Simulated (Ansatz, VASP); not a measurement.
# HgTe: VASP beside Ansatz

```
Hg Te
1.0
     0.00000    3.10723    3.10723
     3.10723    0.00000    3.10723
     3.10723    3.10723    0.00000
Hg Te
1 1
Direct
  0.00000 0.00000 0.00000
  0.25000 0.25000 0.25000
```

Alike in both runs: task relaxation of cell and atoms; functional PBE; k mesh 11 × 11 × 11; occupations fermi-dirac, width 0.05 eV; no spin polarisation.

|  | VASP | Ansatz |
| --- | --- | --- |
| version | VASP 6.6.1 | Ansatz 0.2.0 |
| potentials or method | VASP PAW PBE potentials, release 64 (Hg, Te) | PAW with Ansatz's default frozen-core files, scalar-relativistic |
| plane-wave cutoff (eV) | 600 | 420 |
| valence electrons in the cell | 18 | 36 |

|  | VASP | Ansatz | Ansatz less VASP |
| --- | --- | --- | --- |
| relaxed volume (Å³/atom) | 36.87 | 36.79 | -0.081 |
| relaxed cell length with the largest relative difference (Å) | 4.707 | 4.703 | -0.0034 |

VASP's potentials hold 18 valence electrons a cell and Ansatz's 36, so a difference there can come from the potentials and not from the codes.

Spin-orbit coupling is off throughout. Noted on VASP's run: the volume moved by over 15 % at a fixed basis, so the end points are rough.
